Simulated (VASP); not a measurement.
A run of VASP 6.6.1 is set up as follows.

The input INCAR:

```
  PREC = Accurate
  ENCUT = 520
  EDIFF = 1E-6
  ISMEAR = -1
  SIGMA = 0.08
  LREAL = False
  LASPH = True
  NELM = 60
  ALGO = Normal
  ISIF = 2
  LWAVE = False
  LCHARG = False
  GGA = PE
  NBANDS = 8
```

Contents of KPOINTS:

```
regular mesh
0
Gamma
  15 15 14
```

File POSCAR:

```
Sb
1.0
    2.9114751426      0.0000000000      0.0000000000
   -1.4557375713      2.5214114360      0.0000000000
    0.0000000000      0.0000000000      2.7360026620
Sb
1
Direct
    0.0000000000      0.0000000000      0.0000000000
```

Potentials or basis: VASP PAW PBE potentials, release 64 (Sb).

Run with:

```bash
$ cat potpaw_PBE.64/Sb/POTCAR > POTCAR
$ mpirun -np 1 vasp_std > vasp.out
```

(1) What does it give for the band gap on the k mesh?

(2) Estimate the pressure.

Results:

(1) zero (an odd number of electrons rules out a gap without spin polarisation).

(2) 49.7 GPa.

Caveat: the cell stands under pressure; spin-orbit coupling is left out, which moves the levels of the heavy elements.
